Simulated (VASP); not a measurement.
A run of VASP 6.6.1 is set up as follows.

The input POSCAR:

```
KSi2Sb3
1.0
    3.9425072719      0.0000000026      0.0000000000
   -1.9712536382      3.4143114507      0.0000000000
    0.0000000000      0.0000000000     11.8778552600
K Si Sb
1 2 3
Direct
    0.0000000000      0.0000000000      0.0000000000
    0.3333333333      0.6666666667      0.6496742006
    0.6666666667      0.3333333333      0.3503257994
    0.3333333333      0.6666666667      0.2319793727
    0.6666666667      0.3333333333      0.7680206273
    0.0000000000      0.0000000000      0.5000000000
```

File INCAR.step1:

```
SYSTEM = KSi2Sb3
PREC = Accurate ; ENCUT = 520
ISMEAR = -1 ; SIGMA = 0.03
LREAL = .FALSE. ; LASPH = .TRUE.
NELM = 100 ; NBANDS = 25
GGA = PE ; ALGO = Normal
EDIFF = 1E-4 ; LWAVE = .TRUE.
LCHARG = .FALSE.
```

Contents of INCAR.step2:

```
SYSTEM = KSi2Sb3
PREC = Accurate ; ENCUT = 520
EDIFF = 1E-6 ; ISMEAR = -1
SIGMA = 0.03 ; LREAL = .FALSE.
LASPH = .TRUE. ; NELM = 100
ALGO = Normal ; ISIF = 2
LWAVE = .FALSE. ; LCHARG = .FALSE.
METAGGA = R2SCAN ; LMIXTAU = .TRUE.
LUSE_VDW = .TRUE. ; IVDW_NL = 2
BPARAM = 11.95 ; CPARAM = 0.0093
NBANDS = 25 ; ISTART = 1
```

The input KPOINTS:

```
Automatic mesh
0
G
  12 12 2
  0 0 0
```

Potentials or basis: VASP PAW PBE potentials, release 64 (K_sv, Si, Sb).

Run with:

```sh
$ cat potpaw_PBE.64/K_sv/POTCAR potpaw_PBE.64/Si/POTCAR potpaw_PBE.64/Sb/POTCAR > POTCAR
$ cp INCAR.step1 INCAR
$ mpirun -np 1 vasp_std > vasp.out
$ cp INCAR.step2 INCAR
$ mpirun -np 1 vasp_std > vasp.out
```

(1) Predict the largest force.

(2) What does it give for the band gap on the k mesh?

(3) Estimate the pressure.

Answers

(1) 0.042 eV/Å.

(2) zero (bands 16 and 17 overlap by 0.94 eV).

(3) 0.3 GPa.

Caveat: the PAW data sets were made with another functional, which shifts forces and pressure a little; spin-orbit coupling is left out, which moves the levels of the heavy elements.
